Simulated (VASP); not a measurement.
A run of VASP 6.6.1:

File INCAR:

```
SYSTEM = TePb
ALGO = Normal
EDIFF = 1E-6
ENCUT = 500
GGA = PE
GGA_COMPAT = .False.
ISIF = 2
ISMEAR = 0
LASPH = .True.
LCHARG = .True.
LELF = .True.
LREAL = .False.
LVHAR = .True.
LWAVE = .False.
NBANDS = 17
NELM = 120
PREC = Accurate
SIGMA = 0.02
```

The input KPOINTS:

```
k-points
0
Gamma
  8 8 8
  0 0 0
```

File POSCAR:

```
TePb
1.0
    0.0000000000      3.2849854970      3.2849854970
    3.2849854970      0.0000000000      3.2849854970
    3.2849854970      3.2849854970      0.0000000000
Pb Te
1 1
Direct
    0.0000000000      0.0000000000      0.0000000000
    0.5000000000      0.5000000000      0.5000000000
```

Potentials or basis: VASP PAW PBE potentials, release 64 (Pb_d, Te).

Launch:

```bash
$ cat potpaw_PBE.64/Pb_d/POTCAR potpaw_PBE.64/Te/POTCAR > POTCAR
$ mpirun -np 1 vasp_std > vasp.out
```

Hardware: 1 thread of Intel(R) Xeon(R) 6975P-C (Granite Rapids), on a shared host.

Q: How long does it take, and how much memory?

A: Wall time 15 s on 1 thread of Intel(R) Xeon(R) 6975P-C (Granite Rapids), with other jobs on the host, peak memory 0.21 GiB. Counts: scf iterations 12, k points 29.
